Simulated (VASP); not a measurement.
# WC (Qusongite) (P-6m2) in VASP: notebook, part 2 of 2

VASP 6.6.1.

## 3. Relaxation of cell and atoms, PBEsol+D3(BJ)

This run uses another cell than the first one, of 10.38 Å³/atom, 1.010 times its volume.

Contents of INCAR:

```
ALGO = Normal
EDIFF = 1E-7
EDIFFG = -0.005
ENCUT = 600
GGA = PS
IBRION = 2
ISIF = 3
ISMEAR = -1
IVDW = 12
LASPH = T
LCHARG = F
LREAL = F
LWAVE = F
NELM = 60
NSW = 80
PREC = Accurate
SIGMA = 0.05
```

Contents of KPOINTS:

```
k-points
0
Gamma
  10 10 9
```

Contents of POSCAR:

```
WC
1.0
    2.9065000000      0.0000000000      0.0000000000
   -1.4532500000      2.5171028361      0.0000000000
    0.0000000000      0.0000000000      2.8366000000
W C
1 1
Direct
    0.0000000000      0.0000000000      0.0000000000
    0.6666666667      0.3333333333      0.5000000000
```

Potentials or basis: VASP PAW PBE potentials, release 64 (W_sv, C).

On the command line:

```sh
$ cat potpaw_PBE.64/W_sv/POTCAR potpaw_PBE.64/C/POTCAR > POTCAR
$ mpirun -np 1 vasp_std > vasp.out
```

OUTCAR:

```text
EDIFF = 1E-7
   EDIFFG = -0.005
   ENCUT = 600
   GGA = PS
   IBRION = 2
   ISIF = 3
   ISMEAR = -1
   IVDW = 12
   LASPH = T
   LREAL = F
   NELM = 60
   NSW = 80
   PREC = Accurate
 IVDW          = 12

 ion  position               nearest neighbor table
   1  0.000  0.000  0.000-   2 2.20   2 2.20   2 2.20   2 2.20   2 2.20   2 2.20
   2  0.667  0.333  0.500-   1 2.20   1 2.20   1 2.20   1 2.20   1 2.20   1 2.20

  LATTYP: Found a hexagonal cell.
 ALAT       =     2.9065000000
 C/A-ratio  =     0.9759504559

  Lattice vectors:

 A1 = (   2.9065000000,   0.0000000000,   0.0000000000)
 A2 = (  -1.4532500000,   2.5171028361,   0.0000000000)
 A3 = (   0.0000000000,   0.0000000000,   2.8366000000)

Analysis of symmetry for initial positions (statically):
=====================================================================
 Subroutine PRICEL returns:
 Original cell was already a primitive cell.

 Routine SETGRP: Setting up the symmetry group for a
 hexagonal supercell.

 Subroutine GETGRP returns: Found 12 space group operations
 (whereof 12 operations were pure point group operations)
 out of a pool of 24 trial point group operations.

The static configuration has the point symmetry D_3h.

Analysis of symmetry for dynamics (positions and initial velocities):
=====================================================================
 Subroutine PRICEL returns:
 Original cell was already a primitive cell.

 Routine SETGRP: Setting up the symmetry group for a
 hexagonal supercell.

 Subroutine GETGRP returns: Found 12 space group operations
 (whereof 12 operations were pure point group operations)
 out of a pool of 24 trial point group operations.

The dynamic configuration has the point symmetry D_3h.

 Subroutine INISYM returns: Found 12 space group operations
 (whereof 12 operations are pure point group operations),
 and found     1 'primitive' translations

----------------------------------------------------------------------------------------

                                     Primitive cell

  volume of cell :      20.7525

  direct lattice vectors                    reciprocal lattice vectors
     2.906500000  0.000000000  0.000000000     0.344056425  0.198641070  0.000000000
    -1.453250000  2.517102836  0.000000000     0.000000000  0.397282139  0.000000000
     0.000000000  0.000000000  2.836600000     0.000000000  0.000000000  0.352534725

  length of vectors
     2.906500000  2.906500000  2.836600000     0.397282139  0.397282139  0.352534725

  position of ions in fractional coordinates (direct lattice)
     0.000000000  0.000000000  0.000000000
     0.666666667  0.333333333  0.500000000

  ion indices of the primitive-cell ions
   primitive index   ion index
                 1           1
                 2           2

----------------------------------------------------------------------------------------

 KPOINTS: k-points

Automatic generation of k-mesh.
 Grid dimensions read from file:
 generate k-points for:   10   10    9

 Generating k-lattice:

  Cartesian coordinates                     Fractional coordinates (reciprocal lattice)
     0.034405643  0.019864107  0.000000000     0.100000000  0.000000000  0.000000000
     0.000000000  0.039728214  0.000000000     0.000000000  0.100000000  0.000000000
     0.000000000  0.000000000  0.039170525     0.000000000  0.000000000  0.111111111

  Length of vectors
     0.039728214  0.039728214  0.039170525

  Shift w.r.t. Gamma in fractional coordinates (k-lattice)
     0.000000000  0.000000000  0.000000000

 Subroutine IBZKPT returns following result:
 ===========================================

 Found     70 irreducible k-points:

 Following reciprocal coordinates:
            Coordinates               Weight
  0.000000  0.000000  0.000000      1.000000
  0.100000  0.000000  0.000000      6.000000
  0.200000  0.000000  0.000000      6.000000
  0.300000  0.000000  0.000000      6.000000
  0.400000  0.000000  0.000000      6.000000
  0.500000  0.000000  0.000000      3.000000
[... 16 lines left out ...]
[... 21 lines left out ...]
   EDIFF  = 0.1E-06   stopping-criterion for ELM
   LREAL  =      F    real-space projection
   EDIFFG = -.5E-02   stopping-criterion for IOM
   NSW    =     80    number of steps for IOM
   IBRION =      2    ionic relax: 0-MD 1-quasi-New 2-CG
   NFREE  =      1    steps in history (QN), initial steepest desc. (CG)
   ISIF   =      3    stress and relaxation
   ISYM   =      2    0-nonsym 1-usesym 2-fastsym
   POTIM  = 0.5000    time-step for ionic-motion
   TEBEG  =    0.0;   TEEND  =   0.0 temperature during run
   PSTRESS=    0.0 pullay stress
   NELECT =      18.0000    total number of electrons
   NUPDOWN=      -1.0000    fix difference up-down
   EMIN   =  10.00;   EMAX   =-10.00  energy-range for DOS
   EFERMI =   0.00;   METHOD = LEGACY
   ISMEAR =    -1;   SIGMA  =   0.05  broadening in eV -4-tet -1-fermi 0-gaus
   EFERMI_NEDOS =   21; number of points for ismear=-14 and -15
   IALGO  =     38    algorithm
   IMIX   =      4    mixing-type and parameters
     AMIX     =   0.40;   BMIX     =  1.00
     AMIX_MAG =   1.60;   BMIX_MAG =  1.00
  volume/ion in A,a.u.               =      10.38        70.02
  Fermi-wavevector in a.u.,A,eV,Ry     =   1.561262  2.950358 33.164744  2.437540
  Thomas-Fermi vector in A             =   2.664353
   LORBIT       =      0    0 simple, 1 ext, 2 COOP (PROOUT), +10 PAW based schemes
   GGA     = PS    functional components
   LHFCALC =     F    Hartree Fock is set to
   AEXX    =    0.0000 exact exchange contribution
   IVDW    =    12    specifies the selected vdW correction
   LEPSILON=     F    determine dielectric tensor
   LRPA    =     F    only Hartree local field effects (RPA)
 conjugate gradient relaxation of ions
 non-spin polarized calculation
  energy-cutoff  :      600.00
  volume of cell :       20.75
 maximum number of plane-waves:       703
 NGX is ok and might be reduce to    24
   NGX = 11   NGY = 11   NGZ = 11

--------------------------------------- Ionic step        1  -------------------------------------------

 number of electron      18.0000000 magnetization

 Free energy of the ion-electron system (eV)
  ---------------------------------------------------
  ext. energy  EPLUGINS =         0.00000000
  ---------------------------------------------------
  free energy    TOTEN  =       -23.90494398 eV

  energy without entropy =      -23.90315426  energy(sigma->0) =      -23.90404912

------------------------ aborting loop because EDIFF is reached ----------------------------------------

 Edisp (eV)   -0.89822

 E8    (eV) :    -0.6186
[... 311 lines left out ...]
--------------------------------------- Ionic step        9  -------------------------------------------

 number of electron      18.0000000 magnetization

 Free energy of the ion-electron system (eV)
  ---------------------------------------------------
  ext. energy  EPLUGINS =         0.00000000
  ---------------------------------------------------
  free energy    TOTEN  =       -23.89783422 eV

  energy without entropy =      -23.89602597  energy(sigma->0) =      -23.89693010

 E-fermi :  11.2492     XC(G=0): -14.0556

 val. band max:       11.1483164822   @ k =   0.0000   0.0000   0.3333
 cond. band min:      11.2522534536   @ k =   0.1000   0.0000   0.3333
 fundamental gap:      0.1039369714
 Fermi energy:        11.2492144143

 k-point     1 :       0.0000    0.0000    0.0000
  band No.  band energies     occupation
      1     -62.6220      2.00000
      2     -26.6137      2.00000
      3     -26.4948      2.00000
      4     -26.4948      2.00000
      5      -3.3463      2.00000
      6       6.7978      2.00000
      7       7.8378      2.00000
      8       7.8378      2.00000
      9      11.3755      0.14813
     10      14.5956      0.00000
     11      14.5956      0.00000
     12      17.0415      0.00000
     13      17.0415      0.00000
[... 354 lines left out ...]
  band No.  band energies     occupation
      1     -62.5514      2.00000
      2     -27.3253      2.00000
      3     -26.7423      2.00000
      4     -26.5814      2.00000
      5       0.2079      2.00000
      6       4.2248      2.00000
      7       6.9286      2.00000
      8       8.4692      2.00000
      9       9.9534      2.00000
     10      13.9932      0.00000
     11      15.4407      0.00000
     12      16.3832      0.00000
     13      18.4719      0.00000

 [... further k-points ...]

------------------------ aborting loop because EDIFF is reached ----------------------------------------

 Edisp (eV)   -0.91934

 E8    (eV) :    -0.6332
[... 25 lines left out ...]
  FREE ENERGIE OF THE ION-ELECTRON SYSTEM (eV)
  ---------------------------------------------------
  free  energy   TOTEN  =       -24.8171744216 eV

  energy  without entropy=      -24.8153661765  energy(sigma->0) =      -24.81627030

 reached required accuracy - stopping structural energy minimisation
```

OSZICAR:

```text
N       E                     dE             d eps       ncg     rms          rms(c)
DAV:   1     0.119909783448E+03    0.11991E+03   -0.10624E+04  1820   0.171E+03
[... 75 lines left out ...]
       N       E                     dE             d eps       ncg     rms          rms(c)
DAV:   1    -0.238979386786E+02    0.68314E-03   -0.25984E-03  1840   0.763E-01    0.159E-01
DAV:   2    -0.238978489130E+02    0.89766E-04   -0.21694E-04  1860   0.192E-01    0.321E-02
DAV:   3    -0.238978355521E+02    0.13361E-04   -0.24841E-05  1940   0.469E-02    0.982E-03
DAV:   4    -0.238978337221E+02    0.18300E-05   -0.60162E-06  2005   0.287E-02    0.127E-02
DAV:   5    -0.238978342176E+02   -0.49549E-06   -0.46493E-07  2035   0.806E-03    0.837E-04
DAV:   6    -0.238978342179E+02   -0.29740E-09   -0.60921E-08   925   0.209E-03
   9 F= -.24817174E+02 E0= -.24816270E+02  d E =-.462988E-05
```

Run time: 50 s. Hardware: 1 thread of Intel Xeon Platinum 8375C at 2.90GHz (Ice Lake), shared host; peak memory 0.18 GiB.

Results:

```yaml
Free_energy: -24.8172 eV
Relaxed_volume: 10.14 Å³/atom
Relaxed_cell: a = 2.884 Å, b = 2.884 Å, c = 2.816 Å, α = 90.00°, β = 90.00°, γ = 120.00°
Space_group_after_relaxing_to_0.05_Å: P-6m2 (No. 187)
Energy_gained_by_relaxing: 7.0 meV/atom
Ionic_steps: 9
Pressure_after_relaxing: 0.0 GPa
Band_gap_on_the_k_mesh: zero (band 9 reaches 11.93 eV, above the bottom of band 10 at 10.68 eV)
Dispersion_energy_per_atom: -0.460 eV
```

Step by step:
```
step  energy change (eV)  largest force (eV/Å)  pressure (GPa)  volume (Å³)
   1              0.0000                0.0000           -9.36        20.75
   2              0.1129                0.0000           32.80        18.99
   3             -0.0139                0.0000           -0.30        20.30
   4             -0.0139                0.0000           -0.06        20.29
   5             -0.0139                0.0000            0.14        20.28
   6             -0.0139                0.0000            0.22        20.27
   7             -0.0140                0.0000            0.18        20.27
   8             -0.0140                0.0000           -0.36        20.30
   9             -0.0140                0.0000            0.00        20.28
```

Final structure:
```yaml
crystal:
  lattice:
    - [2.88400, 0.00000, 0.00000]
    - [-1.44200, 2.49762, 0.00000]
    - [0.00000, 0.00000, 2.81568]
  atoms:
    - { symbol: W, position: [0.00000, 0.00000, 0.00000] }
    - { symbol: C, position: [0.66667, 0.33333, 0.50000] }
```

Levels at points of the mesh, in eV from the Fermi level:
```csv
k point,band 7,band 8,band 9,band 10,band 11,band 12
"(0.00, 0.00, 0.00)",-3.41,-3.41,0.13,3.35,3.35,5.79
"(0.50, 0.00, 0.00)",-3.71,-3.68,-0.44,2.42,4.70,5.08
```

Caveat: the PAW data sets were made with another functional, which shifts forces and pressure a little; spin-orbit coupling is left out, which moves the levels of the heavy elements; pairwise dispersion overbinds metals, which lowers pressure and volume.

## 4. Relaxation of cell and atoms, RPBE+D4

This run uses another cell than the first one, of 10.38 Å³/atom, 1.010 times its volume.

Contents of INCAR:

```
SYSTEM = WC
PREC = Accurate
ENCUT = 600
EDIFF = 1E-6
ISMEAR = -1
SIGMA = 0.05
LREAL = .False.
LASPH = .True.
NELM = 60
ALGO = Normal
ISIF = 3
LWAVE = .False.
LCHARG = .False.
GGA = RP
IVDW = 13
IBRION = 2
NSW = 80
EDIFFG = -0.005
```

Contents of KPOINTS:

```
Automatic mesh
0
Gamma
  10 10 9
  0 0 0
```

POSCAR is that of step 3.

On the command line:

```sh
$ cat potpaw_PBE.64/W_sv/POTCAR potpaw_PBE.64/C/POTCAR > POTCAR
$ mpirun -np 1 vasp_std > vasp.out
```

Run time: 36 s. Hardware: 1 thread of Intel Xeon Platinum 8375C at 2.90GHz (Ice Lake), shared host; peak memory 0.17 GiB.

The run converged. Its results:

```yaml
Free_energy: -23.2649 eV
Relaxed_volume: 10.29 Å³/atom
Relaxed_cell: a = 2.897 Å, b = 2.897 Å, c = 2.832 Å, α = 90.00°, β = 90.00°, γ = 120.00°
Space_group_after_relaxing_to_0.05_Å: P-6m2 (No. 187)
Energy_gained_by_relaxing: 0.8 meV/atom
Ionic_steps: 6
Pressure_after_relaxing: 0.0 GPa
Band_gap_on_the_k_mesh: zero (band 9 reaches 11.93 eV, above the bottom of band 10 at 10.74 eV)
Dispersion_energy_per_atom: -0.942 eV
```

Step by step:
```csv
step,energy change (eV),largest force (eV/Å),pressure (GPa),volume (Å³)
1,0.0000,0.0000,-3.13,20.75
2,0.0105,0.0000,9.14,20.15
3,-0.0016,0.0000,0.01,20.59
4,-0.0016,0.0000,0.04,20.58
5,-0.0017,0.0000,0.04,20.58
6,-0.0017,0.0000,0.04,20.58
```

Final structure:
```yaml
crystal:
  lattice:
    - [2.89695, 0.00000, 0.00000]
    - [-1.44847, 2.50883, 0.00000]
    - [0.00000, 0.00000, 2.83224]
  atoms:
    - { symbol: W, position: [0.00000, 0.00000, 0.00000] }
    - { symbol: C, position: [0.66667, 0.33333, 0.50000] }
```

Levels at points of the mesh, in eV from the Fermi level:
```csv
k point,band 5,band 6,band 7,band 8,band 9,band 10,band 11,band 12,band 13
"(0.00, 0.00, 0.00)",-14.56,-4.36,-3.35,-3.35,0.07,3.28,3.28,5.68,5.68
"(0.50, 0.00, 0.00)",-11.20,-7.09,-3.67,-3.61,-0.47,2.37,4.60,4.97,6.91
```

Caveat: the PAW data sets were made with another functional, which shifts forces and pressure a little; spin-orbit coupling is left out, which moves the levels of the heavy elements; pairwise dispersion overbinds metals, which lowers pressure and volume.

## 5. Single point, LDA (volume scaled by 1.02)

Contents of INCAR:

```
ALGO     = Normal         # electronic algorithm
EDIFF    = 1E-6           # SCF threshold, eV
ENCUT    = 520            # plane-wave cutoff, eV
ISIF     = 2              # what is computed and relaxed
ISMEAR   = -1             # smearing method
LASPH    = True           # aspherical terms in the spheres
LCHARG   = False          # write CHGCAR
LREAL    = False          # projectors in reciprocal space
LWAVE    = False          # write WAVECAR
NBANDS   = 16             # bands
NELM     = 100            # most SCF steps
PREC     = Accurate       # precision mode
SIGMA    = 0.05           # smearing width, eV
```

Contents of KPOINTS:

```
k-points
0
Gamma
  10 10 9
```

Contents of POSCAR:

```
WC
1.0
    2.9257489053      0.0000000000      0.0000000000
   -1.4628744527      2.5337728771      0.0000000000
    0.0000000000      0.0000000000      2.8553859779
W C
1 1
Direct
    0.0000000000      0.0000000000      0.0000000000
    0.6666666667      0.3333333333      0.5000000000
```

Potentials or basis: VASP PAW LDA potentials, release 64 (W_sv, C).

On the command line:

```sh
$ cat potpaw_LDA.64/W_sv/POTCAR potpaw_LDA.64/C/POTCAR > POTCAR
$ mpirun -np 1 vasp_std > vasp.out
```

Run time: 19 s. Hardware: 1 thread of Intel Xeon 8259CL, shared host; peak memory 0.15 GiB.

The run converged. Its results:

- Free energy: -24.6680 eV
- Pressure: -14.8 GPa
- Band gap on the k mesh: zero (band 9 reaches 11.34 eV, above the bottom of band 10 at 10.15 eV)

Stress tensor (GPa, compression positive):
```
-13.67   0.00   0.00
  0.00 -13.67   0.00
  0.00   0.00 -16.97
```

Levels at points of the mesh, in eV from the Fermi level:
| k point | band 7 | band 8 | band 9 | band 10 | band 11 | band 12 |
| --- | --- | --- | --- | --- | --- | --- |
| (0.00, 0.00, 0.00) | -3.24 | -3.24 | 0.13 | 3.10 | 3.10 | 5.50 |
| (0.50, 0.00, 0.00) | -3.53 | -3.47 | -0.41 | 2.25 | 4.39 | 4.75 |

Caveat: the cell differs from its parent crystal (volume scaled by 1.02); spin-orbit coupling is left out, which moves the levels of the heavy elements.

## 6. Single point, PBEsol, collinear spin, zero start

This run uses another cell than the first one, of 10.38 Å³/atom, 1.010 times its volume.

Contents of INCAR:

```
ALGO     = Normal         # electronic algorithm
EDIFF    = 1E-6           # SCF threshold, eV
ENCUT    = 520            # plane-wave cutoff, eV
GGA      = PS             # functional
ISIF     = 2              # what is computed and relaxed
ISMEAR   = -1             # smearing method
ISPIN    = 2              # spin polarisation
LASPH    = T              # aspherical terms in the spheres
LCHARG   = T              # write CHGCAR
LELF     = T              # ELF
LMAXMIX  = 4              # l up to which the mixer works
LORBIT   = 11             # projections on sites
LREAL    = F              # projectors in reciprocal space
LVHAR    = T            
LWAVE    = F              # write WAVECAR
MAGMOM   = 0 0            # initial moments
NBANDS   = 20             # bands
NELM     = 150            # most SCF steps
PREC     = Accurate       # precision mode
SIGMA    = 0.1            # smearing width, eV
```

KPOINTS is that of step 5.

Contents of POSCAR:

```
WC
1.0
    2.9065000000      0.0000000000      0.0000000000
   -1.4532500000      2.5171028361      0.0000000000
    0.0000000000      0.0000000000      2.8366000000
W C
1 1
Direct
    0.0000000000      0.0000000000      0.0000000000
    0.6666666667      0.3333333333      0.5000000000
```

Potentials or basis: VASP PAW PBE potentials, release 64 (W_sv, C).

On the command line:

```sh
$ cat potpaw_PBE.64/W_sv/POTCAR potpaw_PBE.64/C/POTCAR > POTCAR
$ mpirun -np 1 vasp_std > vasp.out
```

It took 2.4 min on 1 thread of AMD EPYC 7R13, shared host; peak memory 0.15 GiB.

It converged, with:

```yaml
Free_energy: -23.9070 eV
Pressure: -2.3 GPa
Band_gap_on_the_k_mesh: zero (filled and empty bands overlap)
Net_moment: 0.00 μB per cell
Valence_electrons_inside_the_program's_atomic_spheres: W 12.20; C 2.41
```

Stress tensor (GPa, compression positive):
```
-1.98  0.00  0.00
 0.00 -1.98  0.00
 0.00  0.00 -3.08
```

Levels at points of the mesh, in eV from the Fermi level:
Spin up:
```
           k point  band 5  band 6  band 7  band 8  band 9  band 10  band 11  band 12  band 13  band 14
(0.00, 0.00, 0.00)  -14.44   -4.34   -3.34   -3.34    0.10     3.21     3.21     5.64     5.64     6.40
(0.50, 0.00, 0.00)  -11.06   -7.05   -3.63   -3.60   -0.45     2.32     4.53     4.89     6.86     9.66
```
Spin down:
```tsv
k point	band 6	band 7	band 8	band 9	band 10	band 11	band 12	band 13
(0.00, 0.00, 0.00)	-4.34	-3.34	-3.34	0.10	3.21	3.21	5.64	5.64
(0.50, 0.00, 0.00)	-7.05	-3.63	-3.60	-0.45	2.32	4.53	4.89	6.86
```

Caveat: the PAW data sets were made with another functional, which shifts forces and pressure a little; spin-orbit coupling is left out, which moves the levels of the heavy elements.

## 7. Overview

```csv
task,level,potentials or basis,spin,cell,cutoff (eV),smearing,gap on the mesh (eV),pressure (GPa),relaxed volume (Å³/atom)
single point,RPBE+D4,"VASP PAW PBE potentials, release 64 (W_sv, C)",off,"a = 2.895, b = 2.895, c = 2.830 Å, angles 90.0, 90.0, 120.0°, 2 atoms",520,fermi-dirac 0.05 eV,none,1.0,-
relaxation of cell and atoms,PBEsol+D3(BJ),"VASP PAW PBE potentials, release 64 (W_sv, C)",off,"relaxed from a = 2.906, b = 2.907, c = 2.837 Å, angles 90.0, 90.0, 120.0°, 2 atoms",600,fermi-dirac 0.05 eV,none,0.0,10.14
relaxation of cell and atoms,RPBE+D4,"VASP PAW PBE potentials, release 64 (W_sv, C)",off,"relaxed from a = 2.906, b = 2.907, c = 2.837 Å, angles 90.0, 90.0, 120.0°, 2 atoms",600,fermi-dirac 0.05 eV,none,0.0,10.29
single point,LDA,"VASP PAW LDA potentials, release 64 (W_sv, C)",off,"a = 2.926, b = 2.926, c = 2.855 Å, angles 90.0, 90.0, 120.0°, 2 atoms",520,fermi-dirac 0.05 eV,none,-14.8,-
single point,PBEsol,"VASP PAW PBE potentials, release 64 (W_sv, C)","collinear, zero start","a = 2.906, b = 2.907, c = 2.837 Å, angles 90.0, 90.0, 120.0°, 2 atoms",520,fermi-dirac 0.1 eV,none,-2.3,-
```

Alike in all rows: k mesh 10 × 10 × 9.

Caveats: spin-orbit coupling is left out, which moves the levels of the heavy elements; the PAW data sets were made with another functional, which shifts forces and pressure a little (some runs); pairwise dispersion overbinds metals, which lowers pressure and volume (some runs).

Absolute energies hang on the potentials; compare differences alone.
